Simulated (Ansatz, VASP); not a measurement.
**One calculation of In3Cl, two programs**

```xyz
8
Lattice="6.5810 0.0000 0.0000 -3.2905 5.6993 0.0000 0.0000 0.0000 6.1189" Properties=species:S:1:pos:R:3 pbc="T T T"
In    1.6297    0.9409    4.5892
In    4.9512    0.9409    4.5892
In    3.2905    3.8174    4.5892
In    1.6607    4.7584    1.5297
In   -1.6607    4.7584    1.5297
In    0.0000    1.8819    1.5297
Cl    3.2905    1.8998    1.5297
Cl    0.0000    3.7995    4.5892
```

Alike in both runs: task single point; functional PBE; dispersion D3(BJ); k mesh 6 × 6 × 6; occupations gaussian, width 0.1 eV; no spin polarisation.

|  | VASP | Ansatz |
| --- | --- | --- |
| version | VASP 6.6.1 | Ansatz 0.2.0 |
| potentials or method | VASP PAW PBE potentials, release 64 (In_d, Cl), cutoff 520 eV | scalar-relativistic, plane waves, PAW |
| valence electrons in the cell | 92 | 92 |

|  | VASP | Ansatz | Ansatz less VASP |
| --- | --- | --- | --- |
| gap on the k mesh at the Fermi level (eV) | none | none | - |
| pressure (GPa) | -1.4 | -1.3 | +0.02 |
| traceless stress, the component that is largest in VASP (GPa) | -0.42 | -0.42 | -0.001 |
| rms of the force components (eV/Å) | 0.044 | 0.044 | +0.0003 |

Atom by atom the forces differ by 0.000 eV/Å (rms over components). A gap of «none» marks a metal or a gap that the smearing closes.
